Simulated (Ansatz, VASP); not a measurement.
# Ga3BAs2: VASP beside Ansatz

```xyz
6
Lattice="6.4011 0.0000 0.0000 -3.2006 5.5436 0.0000 0.0000 0.0000 3.7952" Properties=species:S:1:pos:R:3 pbc="T T T"
Ga    3.2006    0.0000    1.8976
Ga    1.6003    2.7718    1.8976
Ga   -1.6003    2.7718    1.8976
B     0.0000    0.0000    0.0000
As    0.0000    3.6957    0.0000
As    3.2006    1.8479    0.0000
```

Change from the starting cell: species swapped into the LaB2Rh3 type (P6/mmm, No. 191).

Alike in both runs: functional PBE; k mesh 6 × 6 × 10; occupations gaussian, width 0.1 eV; no spin polarisation.

Ansatz relaxed the structure, and its values are those at the end. VASP's run is a single point on that final structure, the one shown.

|  | VASP | Ansatz |
| --- | --- | --- |
| version | VASP 6.6.1 | Ansatz 0.2.0 |
| potentials or method | VASP PAW PBE potentials, release 64 (Ga_d, B, As), cutoff 520 eV | scalar-relativistic, plane waves, PAW |
| valence electrons in the cell | 52 | 72 |

```csv
,VASP,Ansatz,Ansatz less VASP
gap on the k mesh at the Fermi level (eV),none,none,-
pressure (GPa),0.2,0.0,-0.12
```

A gap of «none» marks a metal or a gap that the smearing closes. With one functional, cell and mesh, what is left measures potentials, basis and numerics. VASP's potentials hold 52 valence electrons a cell and Ansatz's 72, so a difference there can come from the potentials and not from the codes.
